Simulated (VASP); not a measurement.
Wanted: the native input for a VASP 6.6.1 run.

| Quantity | Value |
| --- | --- |
| Task | single point |
| Functional | PBEsol |
| Potentials or basis | VASP PAW PBE potentials, release 64 (Ge_d) |
| Cutoff | 520 eV |
| k mesh | 9 × 9 × 9 |
| Occupations | fermi-dirac, width 0.05 eV |
| Spin | no spin polarisation |
| Dipole correction | no |
| Further INCAR settings | ALGO = Normal; EDIFF = 1e-06; NBANDS = 21 |

The structure of Ge lies in POSCAR:

```
Ge
1.0
   -2.5744897190      2.5744897190      1.4533091489
    2.5744897190     -2.5744897190      1.4533091489
    2.5744897190      2.5744897190     -1.4533091489
Ge
2
Direct
    0.5000000000      0.5000000000      0.0000000000
    0.2500000000      0.7500000000      0.5000000000
```

The input as run:

INCAR

```
ALGO = Normal ; EDIFF = 1E-6
ENCUT = 520 ; GGA = PS
ISIF = 2 ; ISMEAR = -1
LASPH = T ; LCHARG = T
LELF = T ; LREAL = F
LVHAR = T ; LWAVE = F
NBANDS = 21 ; NELM = 100
PREC = Accurate ; SIGMA = 0.05
```

KPOINTS

```
k-points
0
Gamma
  9 9 9
```

Potentials or basis: VASP PAW PBE potentials, release 64 (Ge_d).

Launch:

```bash
$ cat potpaw_PBE.64/Ge_d/POTCAR > POTCAR
$ mpirun -np 1 vasp_std > vasp.out
```

It gave:

* Pressure: -3.4 GPa
* Band gap on the k mesh: zero (bands 14 and 15 overlap by 5.11 eV)

Caveat: the cell stands under tension; the PAW data sets were made with another functional, which shifts forces and pressure a little.

It took 75 s on 1 thread of Intel Xeon 8259CL (shared host), peak memory 0.2 GiB.
